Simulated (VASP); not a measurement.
Crystal: Nb.

```
Nb
1.0
     0.00000    2.11500    2.11500
     2.11500    0.00000    2.11500
     2.11500    2.11500    0.00000
Nb
1
Direct
  0.00000 0.00000 0.00000
```

This isn't the form of Nb at room conditions, which is bcc.

Base run:

```yaml
Program: VASP 6.6.1
Functional: PBE
Potentials_or_basis: VASP PAW PBE potentials, release 64 (Nb_sv)
Cutoff: 500 eV
k_mesh: 11 × 11 × 11
Occupations: methfessel-paxton, width 0.05 eV
Spin: no spin polarisation
```

Its results: band gap on the k mesh zero (an odd number of electrons rules out a gap without spin polarisation); pressure -2.3 GPa.

Task: The run is repeated on the same cell with these changes: k mesh from 11 × 11 × 11 to 9 × 9 × 9. What comes out?

Result: Band gap on the k mesh zero (an odd number of electrons rules out a gap without spin polarisation); pressure -0.4 GPa.
